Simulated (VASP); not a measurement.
# Sb (R-3m) in VASP: a series of runs

Sb is run at these levels: PBEsol; tasks: electric field gradients.

Program: VASP 6.6.1. These are calculated values, not measurements. Logs are shortened: lines on timing, memory, paths and dates and some standing lists are left out, and cuts for length are marked.

**1. The cell of the first run**

The structure is trigonal, space group R-3m (No. 166). Conventional cell: a = 3.292 Å, b = 3.292 Å, c = 7.825 Å, α = 90.00°, β = 90.00°, γ = 120.00°. Within 4.2 Å of Sb (site symmetry -3m) lie 12 Sb at 3.23 to 3.29 Å.

**2. Electric field gradients, PBEsol (equal xy, yz and zx shear strains of -2 %)**

The input, INCAR:

```
SYSTEM = Sb
PREC = Accurate
ENCUT = 520
EDIFF = 1E-8
ISMEAR = -1
SIGMA = 0.03
LREAL = .False.
LASPH = .True.
NELM = 80
ALGO = Normal
ISIF = 2
LWAVE = .False.
LCHARG = .False.
GGA = PS
LEFG = .True.
NBANDS = 8
```

The input, KPOINTS:

```
regular mesh
0
Gamma
  14 14 14
  0 0 0
```

The input, POSCAR:

```
Sb
1.0
   -0.0461000000      2.2819500000      2.2819500000
    2.2819500000     -0.0461000000      2.2819500000
    2.2819500000      2.2819500000     -0.0461000000
Sb
1
Direct
    0.0000000000      0.0000000000      0.0000000000
```

Potentials or basis: VASP PAW PBE potentials, release 64 (Sb).

The run is started by

```bash
cat potpaw_PBE.64/Sb/POTCAR > POTCAR
mpirun -np 1 vasp_std > vasp.out
```

OUTCAR:

```text
SYSTEM = Sb
   PREC = Accurate
   ENCUT = 520
   EDIFF = 1E-8
   ISMEAR = -1
   LREAL = .False.
   LASPH = .True.
   NELM = 80
   ISIF = 2
   GGA = PS

 ion  position               nearest neighbor table
   1  0.000  0.000  0.000-

  LATTYP: Found a trigonal (rhomboedric) cell.
 ALAT       =     3.2274938908
 COS(alpha) =     0.4797000918

  Lattice vectors:

 A1 = (  -0.0461000000,   2.2819500000,   2.2819500000)
 A2 = (   2.2819500000,  -0.0461000000,   2.2819500000)
 A3 = (   2.2819500000,   2.2819500000,  -0.0461000000)

Analysis of symmetry for initial positions (statically):
=====================================================================
 Subroutine PRICEL returns:
 Original cell was already a primitive cell.

 Routine SETGRP: Setting up the symmetry group for a
 trigonal (rhombohedral) supercell.

 Subroutine GETGRP returns: Found 12 space group operations
 (whereof 12 operations were pure point group operations)
 out of a pool of 12 trial point group operations.

The static configuration has the point symmetry D_3d.

Analysis of symmetry for dynamics (positions and initial velocities):
=====================================================================
 Subroutine PRICEL returns:
 Original cell was already a primitive cell.

 Routine SETGRP: Setting up the symmetry group for a
 trigonal (rhombohedral) supercell.

 Subroutine GETGRP returns: Found 12 space group operations
 (whereof 12 operations were pure point group operations)
 out of a pool of 12 trial point group operations.

The dynamic configuration has the point symmetry D_3d.

 Subroutine INISYM returns: Found 12 space group operations
 (whereof 12 operations are pure point group operations),
 and found     1 'primitive' translations

----------------------------------------------------------------------------------------

                                     Primitive cell

  volume of cell :      24.4856

  direct lattice vectors                    reciprocal lattice vectors
    -0.046100000  2.281950000  2.281950000    -0.212580468  0.216963571  0.216963571
     2.281950000 -0.046100000  2.281950000     0.216963571 -0.212580468  0.216963571
     2.281950000  2.281950000 -0.046100000     0.216963571  0.216963571 -0.212580468

  length of vectors
     3.227493891  3.227493891  3.227493891     0.373278499  0.373278499  0.373278499

  position of ions in fractional coordinates (direct lattice)
     0.000000000  0.000000000  0.000000000

  ion indices of the primitive-cell ions
   primitive index   ion index
                 1           1

----------------------------------------------------------------------------------------

 KPOINTS: regular mesh

Automatic generation of k-mesh.
 Grid dimensions read from file:
 generate k-points for:   14   14   14

 Generating k-lattice:

  Cartesian coordinates                     Fractional coordinates (reciprocal lattice)
    -0.015184319  0.015497398  0.015497398     0.071428571  0.000000000 -0.000000000
     0.015497398 -0.015184319  0.015497398     0.000000000  0.071428571 -0.000000000
     0.015497398  0.015497398 -0.015184319     0.000000000  0.000000000  0.071428571

  Length of vectors
     0.026662750  0.026662750  0.026662750

  Shift w.r.t. Gamma in fractional coordinates (k-lattice)
     0.000000000  0.000000000  0.000000000

 Subroutine IBZKPT returns following result:
 ===========================================

 Found    288 irreducible k-points:

 Following reciprocal coordinates:
            Coordinates               Weight
  0.000000  0.000000  0.000000      1.000000
  0.071429  0.000000 -0.000000      6.000000
  0.142857  0.000000 -0.000000      6.000000
  0.214286  0.000000  0.000000      6.000000
  0.285714  0.000000  0.000000      6.000000
  0.357143  0.000000  0.000000      6.000000
[... 16 lines left out ...]
  0.214286  0.142857 -0.000000     12.000000
  0.285714  0.142857 -0.000000     12.000000
 [... further k-points ...]
   k-points           NKPTS =    288   k-points in BZ     NKDIM =    288   number of bands    NBANDS=      8
   number of dos      NEDOS =    301   number of ions     NIONS =      1
   total plane-waves  NPLWV =  13824
   dimension x,y,z NGX =    24 NGY =   24 NGZ =   24
   dimension x,y,z NGXF=    48 NGYF=   48 NGZF=   48
   ions per type =               1
   NGX,Y,Z   is equivalent  to a cutoff of  12.36, 12.36, 12.36 a.u.
   NGXF,Y,Z  is equivalent  to a cutoff of  24.72, 24.72, 24.72 a.u.
 SYSTEM =  Sb
   PREC   = accura    normal or accurate (medium, high low for compatibility)
   ISTART =      0    job   : 0-new  1-cont  2-samecut
   ICHARG =      2    charge: 1-file 2-atom 10-const
   ISPIN  =      1    spin polarized calculation?
   LNONCOLLINEAR =      F non collinear calculations
   LSORBIT =      F    spin-orbit coupling
   LASPH  =      T    aspherical Exc in radial PAW
   ENCUT  =  520.0 eV  38.22 Ry    6.18 a.u.   6.00  6.00  6.00*2*pi/ulx,y,z
   NELM   =     80;   NELMIN=  2; NELMDL= -5     # of ELM steps
   EDIFF  = 0.1E-07   stopping-criterion for ELM
   LREAL  =      F    real-space projection
   EDIFFG = 0.1E-06   stopping-criterion for IOM
   NSW    =      0    number of steps for IOM
   IBRION =     -1    ionic relax: 0-MD 1-quasi-New 2-CG
   NFREE  =      0    steps in history (QN), initial steepest desc. (CG)
   ISIF   =      2    stress and relaxation
   ISYM   =      2    0-nonsym 1-usesym 2-fastsym
   POTIM  = 0.5000    time-step for ionic-motion
   TEBEG  =    0.0;   TEEND  =   0.0 temperature during run
   PSTRESS=    0.0 pullay stress
   NELECT =       5.0000    total number of electrons
   NUPDOWN=      -1.0000    fix difference up-down
   EMIN   =  10.00;   EMAX   =-10.00  energy-range for DOS
   EFERMI =   0.00;   METHOD = LEGACY
   ISMEAR =    -1;   SIGMA  =   0.03  broadening in eV -4-tet -1-fermi 0-gaus
   EFERMI_NEDOS =   21; number of points for ismear=-14 and -15
   IALGO  =     38    algorithm
   IMIX   =      4    mixing-type and parameters
     AMIX     =   0.40;   BMIX     =  1.00
     AMIX_MAG =   1.60;   BMIX_MAG =  1.00
  volume/ion in A,a.u.               =      24.49       165.24
  Fermi-wavevector in a.u.,A,eV,Ry     =   0.964038  1.821768 12.644845  0.929370
  Thomas-Fermi vector in A             =   2.093635
   LORBIT       =      0    0 simple, 1 ext, 2 COOP (PROOUT), +10 PAW based schemes
   GGA     = PS    functional components
   LHFCALC =     F    Hartree Fock is set to
   AEXX    =    0.0000 exact exchange contribution
   IVDW    =     0    specifies the selected vdW correction
   LEPSILON=     F    determine dielectric tensor
   LRPA    =     F    only Hartree local field effects (RPA)
 non-spin polarized calculation
  energy-cutoff  :      520.00
  volume of cell :       24.49
 maximum number of plane-waves:       671
   NGX = 11   NGY = 11   NGZ = 11

 number of electron       5.0000000 magnetization

 Free energy of the ion-electron system (eV)
  ---------------------------------------------------
  ext. energy  EPLUGINS =         0.00000000
  ---------------------------------------------------
  free energy    TOTEN  =        -4.26863051 eV

  energy without entropy =       -4.26649794  energy(sigma->0) =       -4.26756422

 E-fermi :   9.7143     XC(G=0): -10.7496

 val. band max:        9.7095135079   @ k =  -0.3571   0.3571   0.1429
 cond. band min:       9.7222637395   @ k =  -0.1429   0.3571   0.0714
 fundamental gap:      0.0127502316
 Fermi energy:         9.7142546568

 k-point     1 :       0.0000    0.0000    0.0000
  band No.  band energies     occupation
      1      -4.0592      2.00000
      2      15.4841      0.00000
      3      15.4841      0.00000
      4      16.1111      0.00000
      5      19.7513      0.00000
      6      19.7513      0.00000
      7      19.9724      0.00000
      8      20.3785      0.00000

 k-point     2 :       0.0714    0.0000   -0.0000
  band No.  band energies     occupation
      1      -3.9505      2.00000
      2      14.4083      0.00000
      3      15.3410      0.00000
      4      15.8664      0.00000
      5      19.0965      0.00000
      6      19.9940      0.00000
      7      20.5152      0.00000
      8      21.6352      0.00000
[... 221 lines left out ...]
 k-point    23 :       0.2143    0.1429   -0.0000
  band No.  band energies     occupation
      1      -3.0685      2.00000
      2      11.5325      0.00000
      3      13.3722      0.00000
      4      13.8342      0.00000
      5      17.0738      0.00000
      6      18.5911      0.00000
      7      22.4131      0.00000
      8      23.1239      0.00000

 k-point    24 :       0.2857    0.1429   -0.0000
  band No.  band energies     occupation
      1      -2.4563      2.00000
      2       9.3156      2.00000
      3      12.9583      0.00000
      4      13.3629      0.00000
      5      17.1424      0.00000
      6      18.6155      0.00000
      7      22.2848      0.00000
      8      22.7699      0.00000

 [... further k-points ...]
[... 5 lines left out ...]
  --------------------------------------------------------------------------------------
  -------------------------------------------------------------------------------------
  Total        0.7981804      0.7981804      0.7981804     -0.0389542     -0.0389542     -0.0389542
  in kB       52.2275952     52.2275952     52.2275952     -2.5489002     -2.5489002     -2.5489002
  external PRESSURE =      52.2275952 kB  Pullay stress =       0.0000000 kB

 VOLUME and BASIS-vectors are now :
 -----------------------------------------------------------------------------
  energy-cutoff  :      520.00
  volume of cell :       24.49
      direct lattice vectors                 reciprocal lattice vectors
    -0.046100000  2.281950000  2.281950000    -0.212580468  0.216963571  0.216963571
     2.281950000 -0.046100000  2.281950000     0.216963571 -0.212580468  0.216963571
     2.281950000  2.281950000 -0.046100000     0.216963571  0.216963571 -0.212580468

 POSITION                                       TOTAL-FORCE (eV/Angst)
 -----------------------------------------------------------------------------------
      0.00000      0.00000      0.00000        -0.000000      0.000000     -0.000000
 -----------------------------------------------------------------------------------
    total drift:                                0.000000     -0.000000     -0.000000

  FREE ENERGIE OF THE ION-ELECTRON SYSTEM (eV)
  ---------------------------------------------------
  free  energy   TOTEN  =        -4.2686305050 eV

  energy  without entropy=       -4.2664979372  energy(sigma->0) =       -4.26756422

 Electric field gradients (V/A^2)
---------------------------------------------------------------------
 ion       V_xx      V_yy      V_zz      V_xy      V_xz      V_yz
---------------------------------------------------------------------
   1      -0.000     0.000    -0.000     6.976     6.976     6.976
---------------------------------------------------------------------

 Electric field gradients after diagonalization (V/A^2)
 (convention: |V_zz| > |V_xx| > |V_yy|)
----------------------------------------------------------------------
 ion       V_xx      V_yy      V_zz     asymmetry (V_yy - V_xx)/ V_zz
----------------------------------------------------------------------
   1      -6.976    -6.976    13.953       0.000
----------------------------------------------------------------------

           NMR quadrupolar parameters

 Cq : quadrupolar parameter    Cq=e*Q*V_zz/h
 eta: asymmetry parameters     (V_yy - V_xx)/ V_zz
 Q  : nuclear electric quadrupole moment in mb (millibarn)
----------------------------------------------------------------------
 ion       Cq(MHz)       eta       Q (mb)
----------------------------------------------------------------------
   1       0.034       0.000       1.000
----------------------------------------------------------------------
```

Wall time 22 s (1 thread of AMD EPYC 7R13, shared host); peak memory 0.18 GiB.

What came out:

```
Free energy : -4.2686 eV
Pressure    : 5.2 GPa
```

Electric field gradients, principal values (V/Å²):
| atom | least | middle | greatest (by size) |
| --- | --- | --- | --- |
| 1 Sb | -6.976 | -6.976 | 13.953 |

Caveat: the cell differs from its parent crystal (equal xy, yz and zx shear strains of -2 %); without QUAD_EFG the Cq values of the log hold for a quadrupole moment of 1 mb, not for the nuclei; the PAW data sets were made with another functional, which shifts forces and pressure a little; spin-orbit coupling is left out, which moves the levels of the heavy elements.

(Part 1 of 2 ends here.)
